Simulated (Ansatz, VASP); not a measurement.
## One calculation of BaCrF6, two programs

File INCAR:

```
SYSTEM = BaCrF6
ALGO     = Normal         ! electronic algorithm
EDIFF    = 1E-6           ! SCF threshold, eV
ENCUT    = 520            ! plane-wave cutoff, eV
ISIF     = 2              ! what is computed and relaxed
ISMEAR   = 0              ! smearing method
LASPH    = .TRUE.         ! aspherical terms in the spheres
LCHARG   = .TRUE.         ! write CHGCAR
LDAU     = .TRUE.         ! DFT+U
LDAUJ    = 0 0.5 0      
LDAUL    = -1 2 -1        ! shell
LDAUPRINT= 1            
LDAUTYPE = 1            
LDAUU    = 0 4 0          ! U, eV
LELF     = .TRUE.         ! ELF
LMAXMIX  = 4              ! l up to which the mixer works
LREAL    = .FALSE.        ! projectors in reciprocal space
LVHAR    = .TRUE.       
LWAVE    = .FALSE.        ! write WAVECAR
NBANDS   = 42             ! bands
NELM     = 150            ! most SCF steps
PREC     = Accurate       ! precision mode
SIGMA    = 0.05           ! smearing width, eV
```

File KPOINTS:

```
k-points
0
G
  4 4 4
  0 0 0
```

The input POSCAR:

```
BaCrF6
1.0
    3.6639988200      2.1154107000      2.3789998200
   -3.6639988200      2.1154107000      2.3789998200
    0.0000000000     -4.2308214000      2.3789998200
Ba Cr F
1 1 6
Direct
    0.5000000000      0.5000000000      0.5000000000
    0.0000000000      0.0000000000      0.0000000000
    0.2600000000      0.8970000000      0.2600000000
    0.2600000000      0.2600000000      0.8970000000
    0.8970000000      0.2600000000      0.2600000000
    0.7400000000      0.1030000000      0.7400000000
    0.1030000000      0.7400000000      0.7400000000
    0.7400000000      0.7400000000      0.1030000000
```

Input for Ansatz:

```yaml
crystal:
  lattice:
    - [3.66399882, 2.1154107, 2.37899982]
    - [-3.66399882, 2.1154107, 2.37899982]
    - [0.0, -4.2308214, 2.37899982]
  atoms:
    - { symbol: Ba, position: [0.5, 0.5, 0.5] }
    - { symbol: Cr, position: [0.0, 0.0, 0.0] }
    - { symbol: F, position: [0.26, 0.897, 0.26] }
    - { symbol: F, position: [0.26, 0.26, 0.897] }
    - { symbol: F, position: [0.897, 0.26, 0.26] }
    - { symbol: F, position: [0.74, 0.103, 0.74] }
    - { symbol: F, position: [0.103, 0.74, 0.74] }
    - { symbol: F, position: [0.74, 0.74, 0.103] }
basis:
  ecutwfc: 420
  ecutrho_ratio: 4
kpoints:
  mp_grid: { grid: [4, 4, 4] }
hamiltonian:
  xc: lda
  hubbard: { sites: [{ site: 1, l: d, u: 4.0, j: 0.5 }] }
scf:
  occupations: { method: gaussian, width: 0.05 }
  lower_state_search: "off"
  max_iter: 150
output:
  forces: true
  stress: true
  eigenvalues: true
  populations: true
  hubbard: { sites: [{ site: 1, l: d }] }
```

Alike in both runs: task single point; functional LDA; k mesh 4 × 4 × 4; occupations gaussian, width 0.05 eV; no spin polarisation; Hubbard terms Cr d U = 4.0 eV, J = 0.5 eV.

|  | VASP | Ansatz |
| --- | --- | --- |
| version | VASP 6.6.1 | Ansatz 0.2.0 |
| potentials or method | VASP PAW LDA potentials, release 64 (Ba_sv, Cr_pv, F), cutoff 520 eV | scalar-relativistic, plane waves, PAW |
| valence electrons in the cell | 64 | 66 |

|  | VASP | Ansatz | Ansatz less VASP |
| --- | --- | --- | --- |
| gap on the k mesh at the Fermi level (eV) | 0.69 | 0.13 | -0.555 |
| least direct gap on the mesh (eV) | 0.69 | 0.14 | -0.553 |
| pressure (GPa) | -3.6 | -5.2 | -1.65 |
| traceless stress, the component that is largest in VASP (GPa) | 0.89 | 0.89 | 0.000 |
| rms of the force components (eV/Å) | 0.212 | 0.247 | +0.0351 |

LDA's correlation is that of Perdew and Zunger in VASP and of Perdew and Wang (1992) in Ansatz. The programs project onto different local orbitals, so the same U acts differently, and such runs can settle in different states. Atom by atom the forces differ by 0.096 eV/Å (rms over components). VASP's potentials hold 64 valence electrons a cell and Ansatz's 66, so a difference there can come from the potentials and not from the codes.

Spin-orbit coupling is off throughout.
